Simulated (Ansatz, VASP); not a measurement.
**Two plane-wave programs on Hf2S**

```xyz
6
Lattice="3.3465 0.0000 0.0000 -1.6733 2.8982 0.0000 0.0000 0.0000 11.6642" Properties=species:S:1:pos:R:3 pbc="T T T"
Hf    1.6733    0.9661   10.4817
Hf    0.0000    1.9321    4.6496
Hf    1.6733    0.9661    7.0147
Hf    0.0000    1.9321    1.1825
S     0.0000    0.0000    8.7482
S     0.0000    0.0000    2.9161
```

Alike in both runs: functional PBEsol; k mesh 12 × 12 × 4; occupations gaussian, width 0.1 eV; no spin polarisation.

Ansatz relaxed the structure, and its values are those at the end. VASP's run is a single point on that final structure, the one shown.

```csv
,VASP,Ansatz
version,VASP 6.6.1,Ansatz 0.2.0
potentials or method,"VASP PAW PBE potentials, release 64 (Hf_pv, S), cutoff 520 eV","scalar-relativistic, plane waves, PAW"
valence electrons in the cell,52,116
```

Ansatz gave:

| Item | Value |
| --- | --- |
| gap on the k mesh at the Fermi level (eV) | none |
| pressure (GPa) | 0.0 |
| rms of the force components (eV/Å) | 0.000 |

Task: Estimate VASP's values.

Result: gap on the k mesh at the Fermi level (eV): none; pressure (GPa): -0.4; rms of the force components (eV/Å): 0.003.

VASP's potentials were made for PBE, not for PBEsol. A gap of «none» marks a metal or a gap that the smearing closes. VASP's potentials hold 52 valence electrons a cell and Ansatz's 116, so a difference there can come from the potentials and not from the codes.

Neither program's run includes spin-orbit coupling.
